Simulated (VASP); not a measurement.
# Sb (Im-3m) in VASP: a series of runs, part 3 of 3

VASP 6.6.1. The steps go on from the part before.

### Step 6. Single point, PBEsol-based screened hybrid

This run uses another cell than the first one, of 25.16 Å³/atom, 0.941 times its volume.

File POSCAR:

```
Sb
1.0
   -1.8459011266      1.8459011266      1.8459011266
    1.8459011266     -1.8459011266      1.8459011266
    1.8459011266      1.8459011266     -1.8459011266
Sb
1
Direct
    0.0000000000      0.0000000000      0.0000000000
```

File INCAR.step1:

```
PREC = Accurate ; ENCUT = 520
EDIFF = 1E-5 ; ISMEAR = -1
SIGMA = 0.05 ; LREAL = F
LASPH = T ; NELM = 100
ALGO = Normal ; ISIF = 2
LWAVE = T ; LCHARG = F
GGA = PE ; NBANDS = 8
```

File INCAR.step2:

```
PREC = Accurate ; ENCUT = 520
EDIFF = 1E-6 ; ISMEAR = -1
SIGMA = 0.05 ; LREAL = F
LASPH = T ; NELM = 100
ALGO = Normal ; ISIF = 2
LWAVE = F ; LCHARG = F
GGA = PS ; LHFCALC = T
AEXX = 0.25 ; HFSCREEN = 0.207
PRECFOCK = Normal ; ISTART = 1
NBANDS = 8
```

File KPOINTS:

```
regular mesh
0
Gamma
  5 5 5
```

Potentials or basis: VASP PAW PBE potentials, release 64 (Sb).

Run with:

```sh
> cat potpaw_PBE.64/Sb/POTCAR > POTCAR
> cp INCAR.step1 INCAR
> mpirun -np 1 vasp_std > vasp.out
> cp INCAR.step2 INCAR
> mpirun -np 1 vasp_std > vasp.out
```

OUTCAR:

```text
PREC = Accurate
   ENCUT = 520
   EDIFF = 1E-6
   ISMEAR = -1
   LREAL = F
   LASPH = T
   NELM = 100
   ISIF = 2
   GGA = PS
   LHFCALC = T
   AEXX = 0.25
   HFSCREEN = 0.207
   PRECFOCK = Normal
   ISTART = 1

 ion  position               nearest neighbor table
   1  0.000  0.000  0.000-

  LATTYP: Found a body centered cubic cell.
 ALAT       =     3.6918022532

  Lattice vectors:

[... 278 lines left out ...]
      3       7.1807      2.00000
      4       7.1807      2.00000
      5      12.6968      0.00000
      6      15.0093      0.00000
      7      25.4829      0.00000
      8      26.1763      0.00000

------------------------ aborting loop because EDIFF is reached ----------------------------------------

  FORCE on cell =-STRESS in cart. coord.  units (eV):
  Direction    XX          YY          ZZ          XY          YZ          ZX
  --------------------------------------------------------------------------------------
  -------------------------------------------------------------------------------------
  Total       -0.1667057     -0.1667057     -0.1667057      0.0000000     -0.0000000      0.0000000
  in kB      -10.6163648    -10.6163648    -10.6163648      0.0000000     -0.0000000      0.0000000
  external PRESSURE =     -10.6163648 kB  Pullay stress =       0.0000000 kB

 VOLUME and BASIS-vectors are now :
 -----------------------------------------------------------------------------
  energy-cutoff  :      520.00
  volume of cell :       25.16
      direct lattice vectors                 reciprocal lattice vectors
    -1.845901127  1.845901127  1.845901127     0.000000000  0.270870413  0.270870413
     1.845901127 -1.845901127  1.845901127     0.270870413  0.000000000  0.270870413
     1.845901127  1.845901127 -1.845901127     0.270870413  0.270870413  0.000000000

 POSITION                                       TOTAL-FORCE (eV/Angst)
 -----------------------------------------------------------------------------------
      0.00000      0.00000      0.00000         0.000000      0.000000      0.000000
 -----------------------------------------------------------------------------------
    total drift:                                0.000000     -0.000000     -0.000000

  FREE ENERGIE OF THE ION-ELECTRON SYSTEM (eV)
  ---------------------------------------------------
  free  energy   TOTEN  =        -5.0625348863 eV

  energy  without entropy=       -5.0374623376  energy(sigma->0) =       -5.04999861
```

OUTCAR.step1:

```text
PREC = Accurate
   ENCUT = 520
   EDIFF = 1E-5
   ISMEAR = -1
   LREAL = F
[... 308 lines left out ...]

 POSITION                                       TOTAL-FORCE (eV/Angst)
 -----------------------------------------------------------------------------------
      0.00000      0.00000      0.00000         0.000000      0.000000     -0.000000
 -----------------------------------------------------------------------------------
    total drift:                               -0.000000     -0.000000     -0.000000

  FREE ENERGIE OF THE ION-ELECTRON SYSTEM (eV)
  ---------------------------------------------------
  free  energy   TOTEN  =        -3.8595091447 eV

  energy  without entropy=       -3.8349333591  energy(sigma->0) =       -3.84722125
```

OSZICAR.step1:

```text
N       E                     dE             d eps       ncg     rms          rms(c)
DAV:   1     0.535417870466E+01    0.53542E+01   -0.18502E+03   160   0.431E+02
DAV:   2    -0.378184102275E+01   -0.91360E+01   -0.87619E+01   240   0.540E+01
DAV:   3    -0.386390490505E+01   -0.82064E-01   -0.82019E-01   192   0.562E+00
DAV:   4    -0.386412700820E+01   -0.22210E-03   -0.22210E-03   224   0.379E-01
DAV:   5    -0.386412738526E+01   -0.37706E-06   -0.37771E-06   200   0.143E-02    0.198E+00
DAV:   6    -0.386110111474E+01    0.30263E-02   -0.18201E-03   176   0.227E-01    0.114E+00
DAV:   7    -0.385949081394E+01    0.16103E-02   -0.39184E-03   168   0.329E-01    0.606E-02
DAV:   8    -0.385950856426E+01   -0.17750E-04   -0.64876E-05   224   0.612E-02    0.566E-03
DAV:   9    -0.385950914469E+01   -0.58044E-06   -0.62713E-07   160   0.620E-03
   1 F= -.38595091E+01 E0= -.38472213E+01  d E =-.245758E-01
```

Wall time 64 s (1 thread of AMD EPYC 9R45 (Zen 5), shared host); peak memory 0.2 GiB.

Results:

* Free energy: -5.0625 eV
* Pressure: -1.1 GPa

Levels at points of the mesh, in eV from the Fermi level:
```csv
k point,band 1,band 2,band 3,band 4,band 5
"(0.00, 0.00, 0.00)",-15.04,6.68,6.68,6.68,11.43
```

Caveat: the k points lie up to 0.48 Å⁻¹ apart; the PAW data sets were made with another functional, which shifts forces and pressure a little; spin-orbit coupling is left out, which moves the levels of the heavy elements.

### Step 7. Overview

| level | cell | k mesh | cutoff (eV) | grid for exact exchange (PRECFOCK) | share of exact exchange | screening parameter | gap on the mesh (eV) | pressure (GPa) |
| --- | --- | --- | --- | --- | --- | --- | --- | --- |
| PBE | a = 3.263 Å, angles 109.5°, 1 atom | 10 × 10 × 10 | 500 | - | - | - | none | 1.7 |
| PBE-based screened hybrid | a = 3.241 Å, angles 109.5°, 1 atom | 5 × 5 × 5 | 520 | Normal | 0.25 | 0.3 1/Å | none | -1.6 |
| PBE-based screened hybrid | a = 3.232 Å, angles 109.5°, 1 atom | 5 × 5 × 5 | 520 | Normal | 0.25 | 0.3 1/Å | none | -1.1 |
| PBEsol-based screened hybrid | a = 3.241 Å, angles 109.5°, 1 atom | 5 × 5 × 5 | 520 | Normal | 0.25 | 0.207 1/Å | none | -3.7 |
| PBEsol-based screened hybrid | a = 3.197 Å, angles 109.5°, 1 atom | 5 × 5 × 5 | 520 | Normal | 0.25 | 0.207 1/Å | none | -1.1 |

Alike in all rows: task single point; potentials or basis VASP PAW PBE potentials, release 64 (Sb); no spin polarisation; smearing fermi-dirac 0.05 eV.

Caveats: some runs use coarse meshes; spin-orbit coupling is left out, which moves the levels of the heavy elements; the PAW data sets were made with another functional, which shifts forces and pressure a little (some runs).

Total energies depend on the potentials used, so only differences within one code and one set of settings carry meaning.
